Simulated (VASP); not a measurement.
Runs of VASP 6.6.1 on TiH. The structure is that of space group F-43m (No. 216), or close to it. The cells are those of the table. 

```csv
cell,gap on the mesh (eV),pressure (GPa)
"a = 2.838 Å, angles 60.0°, 2 atoms",none,(a)
"a = 2.776 Å, angles 60.0°, 2 atoms",none,59.4
"a = 2.918 Å, angles 60.0°, 2 atoms",none,19.7
"a = 3.036 Å, angles 60.0°, 2 atoms",none,-0.2
```

Alike in all rows: task single point; level PBEsol; potentials or basis VASP PAW PBE potentials, release 64 (Ti_sv, H); no spin polarisation; k mesh 17 × 17 × 17; cutoff (eV) 500; smearing fermi-dirac 0.1 eV.

Task: Estimate the missing entries.

Result: (a) 39.5.

Caveats: the PAW data sets were made with another functional, which shifts forces and pressure a little; an odd number of electrons without spin polarisation forces a metal; a magnetic or distorted state may lie lower; the cell stands under pressure (at least some runs).

A gap of «none» marks levels without a gap at the run's occupations.
